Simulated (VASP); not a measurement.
Write the native input for VASP 6.6.1 that does the following.

- Task: relaxation of cell and atoms
- Functional: PBE
- Potentials or basis: VASP PAW PBE potentials, release 64 (Sn_d, O)
- Cutoff: 600 eV
- k mesh: 12 × 12 × 10
- Occupations: gaussian, width 0.1 eV
- Spin: no spin polarisation
- Dipole correction: no
- Further INCAR settings: ALGO = Normal; EDIFF = 1e-06; IBRION = 2; EDIFFG = -0.005; NSW = 100; ISIF = 3

The structure of SnO lies in POSCAR:

```
SnO
1.0
    3.8020000000      0.0000000000      0.0000000000
    0.0000000000      3.8020000000      0.0000000000
    0.0000000000      0.0000000000      4.8360000000
Sn O
2 2
Direct
    0.0000000000      0.5000000000      0.2385000000
    0.5000000000      0.0000000000      0.7615000000
    0.0000000000      0.0000000000      0.0000000000
    0.5000000000      0.5000000000      0.0000000000
```

The input as run:

INCAR

```
PREC     = Accurate       # precision mode
ENCUT    = 600            # plane-wave cutoff, eV
EDIFF    = 1E-6           # SCF threshold, eV
ISMEAR   = 0              # smearing method
SIGMA    = 0.1            # smearing width, eV
LREAL    = F              # projectors in reciprocal space
LASPH    = T              # aspherical terms in the spheres
NELM     = 100            # most SCF steps
ALGO     = Normal         # electronic algorithm
ISIF     = 3              # what is computed and relaxed
LWAVE    = F              # write WAVECAR
LCHARG   = F              # write CHGCAR
GGA      = PE             # functional
IBRION   = 2              # ionic algorithm
NSW      = 100            # ionic steps
EDIFFG   = -0.005         # ionic threshold
```

KPOINTS

```
Automatic mesh
0
Gamma
  12 12 10
```

Potentials or basis: VASP PAW PBE potentials, release 64 (Sn_d, O).

Run with:

```bash
$ cat potpaw_PBE.64/Sn_d/POTCAR potpaw_PBE.64/O/POTCAR > POTCAR
$ mpirun -np 1 vasp_std > vasp.out
```

It gave:

```json
{
 "Relaxed volume": "18.87 Å³/atom",
 "Relaxed cell": "a = 3.868 Å, b = 3.868 Å, c = 5.045 Å, α = 90.00°, β = 90.00°, γ = 90.00°",
 "Space group after relaxing (to 0.1 Å)": "P4/nmm (No. 129)",
 "Energy gained by relaxing": "12.4 meV/atom",
 "Ionic steps": "25",
 "Pressure after relaxing": "0.0 GPa",
 "Largest force after relaxing": "0.003 eV/Å",
 "Band gap on the k mesh": "0.45 eV (least direct gap 1.93 eV)"
}
```

Caveat: spin-orbit coupling is left out, which moves the levels of the heavy elements.

Wall time 61 min on 1 thread of AMD EPYC 7R13 (shared host), peak memory 0.39 GiB.
